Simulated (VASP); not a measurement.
Set up this calculation in VASP 6.6.1, as the native input.

```
Task                   : relaxation of cell and atoms
Functional             : PBE
Potentials or basis    : VASP PAW PBE potentials, release 64 (B, As, In_d)
Cutoff                 : 500 eV
k mesh                 : 6 × 6 × 6
Occupations            : fermi-dirac, width 0.02 eV
Spin                   : no spin polarisation
Dipole correction      : no
Further INCAR settings : ALGO = Normal; EDIFF = 1e-07; IBRION = 2; EDIFFG = -0.005; NSW = 80; ISIF = 3
```

The structure of In3BAs4 lies in POSCAR:

```
In3BAs4
1.0
   -2.8115226059      2.8115226059      5.6230452117
    2.8115226059     -2.8115226059      5.6230452117
    2.8115226059      2.8115226059     -5.6230452117
B As In
1 4 3
Direct
    0.0000000000      0.0000000000      0.0000000000
    0.3750000000      0.3750000000      0.5000000000
    0.1250000000      0.6250000000      0.0000000000
    0.8750000000      0.8750000000      0.5000000000
    0.6250000000      0.1250000000      0.0000000000
    0.7500000000      0.2500000000      0.5000000000
    0.5000000000      0.5000000000      0.0000000000
    0.2500000000      0.7500000000      0.5000000000
```

One way to write it, as run:

INCAR

```
ALGO = Normal
EDIFF = 1E-7
EDIFFG = -0.005
ENCUT = 500
GGA = PE
GGA_COMPAT = False
IBRION = 2
ISIF = 3
ISMEAR = -1
LASPH = True
LCHARG = False
LREAL = False
LWAVE = False
NELM = 120
NELMIN = 4
NSW = 80
PREC = Accurate
SIGMA = 0.02
```

KPOINTS

```
k-points
0
Gamma
  6 6 6
```

Potentials or basis: VASP PAW PBE potentials, release 64 (B, As, In_d).

Launch:

```bash
$ cat potpaw_PBE.64/B/POTCAR potpaw_PBE.64/As/POTCAR potpaw_PBE.64/In_d/POTCAR > POTCAR
$ mpirun -np 1 vasp_std > vasp.out
```

It gave:

```yaml
Relaxed_volume: 24.75 Å³/atom
Relaxed_cell: a = 7.101 Å, b = 7.101 Å, c = 7.101 Å, α = 131.27°, β = 131.27°, γ = 71.39°
Space_group_after_relaxing_to_0.1_Å: I-42m (No. 121)
Energy_gained_by_relaxing: 479.4 meV/atom
Ionic_steps: 16
Pressure_after_relaxing: 0.0 GPa
Largest_force_after_relaxing: 0.004 eV/Å
Band_gap_on_the_k_mesh: zero (filled and empty bands touch)
```

Caveat: semilocal functionals underestimate gaps, so a narrow gap can read as zero; spin-orbit coupling is left out, which moves the levels of the heavy elements.

It took 28 min on 1 thread of Intel(R) Xeon(R) Platinum 8559C (Emerald Rapids), with other jobs on the host, peak memory 0.48 GiB.
